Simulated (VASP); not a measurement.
## SnO2: single point with PBEsol

System: SnO2, a slab with vacuum.

```xyz
9
Lattice="5.1510 0.0000 0.0000 4.1356 3.0707 0.0000 0.0000 0.0000 14.9440" Properties=species:S:1:pos:R:3 pbc="T T T"
Sn    6.7111    2.2191    4.7226
Sn    1.5601    0.5159    7.4720
Sn    5.6957    1.8833   10.2214
O     3.1833    1.0526    4.0000
O     0.9523    0.3149    5.4452
O     7.3190    2.4201    6.7494
O     5.0879    1.6823    8.1946
O     2.1680    0.7169    9.4987
O     9.2235    3.0498   10.9440
```

```json
{"Program": "VASP 6.6.1", "Task": "single point", "Functional": "PBEsol", "Potentials or basis": "VASP PAW PBE potentials, release 64 (Sn_d, O)", "Cutoff": "520 eV", "k mesh": "6 × 6 × 1", "Occupations": "fermi-dirac, width 0.1 eV", "Spin": "no spin polarisation", "Dipole correction": "yes", "Further INCAR settings": "ALGO = Normal; EDIFF = 1e-07; NBANDS = 49"}
```

- Largest force: 2.383 eV/Å
- Band gap on the k mesh: 1.26 eV (least direct gap 1.52 eV)

Forces on the atoms (eV/Å):
```
Sn   2.262  0.748  0.056
Sn   0.000  0.000  0.000
Sn  -2.262 -0.748 -0.056
O   -1.876 -0.620  0.427
O   -0.162 -0.054 -0.282
O   -0.535 -0.177  0.058
O    0.535  0.177 -0.058
O    0.162  0.054  0.282
O    1.876  0.620 -0.427
```

Levels at points of the mesh, in eV from the valence-band top:
```csv
k point,band 35,band 36,band 37,band 38,band 39,band 40,band 41,band 42,band 43,band 44
"(0.00, 0.00, 0.00)",-0.61,-0.58,-0.57,-0.37,-0.25,1.26,1.89,3.94,5.67,6.21
"(0.50, 0.00, 0.00)",-0.53,-0.20,-0.20,-0.03,0.00,3.30,3.31,5.01,6.51,6.99
"(0.50, 0.50, 0.00)",-0.68,-0.50,-0.49,-0.19,-0.18,2.30,2.57,4.12,5.38,6.04
```

Run time: 3.4 min on 1 thread of AMD EPYC 9R45 96-Core Processor (Zen 5), on a shared host, peak memory 0.44 GiB.

Caveat: the PAW data sets were made with another functional, which shifts forces and pressure a little; spin-orbit coupling is left out, which moves the levels of the heavy elements.
